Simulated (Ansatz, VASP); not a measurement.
**BePt in VASP and in Ansatz**

File INCAR:

```
PREC = Accurate ; ENCUT = 520
EDIFF = 1E-6 ; ISMEAR = 0
SIGMA = 0.1 ; LREAL = F
LASPH = T ; NELM = 100
ALGO = Normal ; ISIF = 2
LWAVE = F ; LCHARG = F
GGA = PE ; NBANDS = 13
```

File KPOINTS:

```
regular mesh
0
Gamma
  20 20 20
```

The input POSCAR:

```
BePt
1.0
    0.0000000000      2.2602178107      2.2602178107
    2.2602178107      0.0000000000      2.2602178107
    2.2602178107      2.2602178107      0.0000000000
Be Pt
1 1
Direct
    0.0000000000      0.0000000000      0.0000000000
    0.5000000000      0.5000000000      0.5000000000
```

Input for Ansatz:

```yaml
crystal:
  lattice:
    - [0.0, 2.2602178107, 2.2602178107]
    - [2.2602178107, 0.0, 2.2602178107]
    - [2.2602178107, 2.2602178107, 0.0]
  atoms:
    - { symbol: Be, position: [0.0, 0.0, 0.0] }
    - { symbol: Pt, position: [0.5, 0.5, 0.5] }
basis:
  ecutwfc: 420
kpoints:
  mp_grid: { grid: [20, 20, 20] }
hamiltonian:
  xc: pbe
scf:
  occupations: { method: gaussian, width: 0.1 }
output:
  forces: true
  stress: true
  eigenvalues: true
```

Alike in both runs: task single point; functional PBE; k mesh 20 × 20 × 20; occupations gaussian, width 0.1 eV; no spin polarisation.

|  | VASP | Ansatz |
| --- | --- | --- |
| version | VASP 6.6.1 | Ansatz 0.2.0 |
| potentials or method | VASP PAW PBE potentials, release 64 (Be, Pt), cutoff 520 eV | scalar-relativistic, plane waves, PAW |
| valence electrons in the cell | 12 | 20 |

Ansatz gave:

| Property | Result |
| --- | --- |
| gap on the k mesh at the Fermi level (eV) | none |
| pressure (GPa) | 18.5 |

**Question.** What did VASP give for the same quantities?

**Answer.** gap on the k mesh at the Fermi level (eV): none; pressure (GPa): 18.6.

A gap of «none» marks a metal or a gap that the smearing closes. With one functional, cell and mesh, what is left measures potentials, basis and numerics. VASP's potentials hold 12 valence electrons a cell and Ansatz's 20, so a difference there can come from the potentials and not from the codes.

Spin-orbit coupling is off throughout.
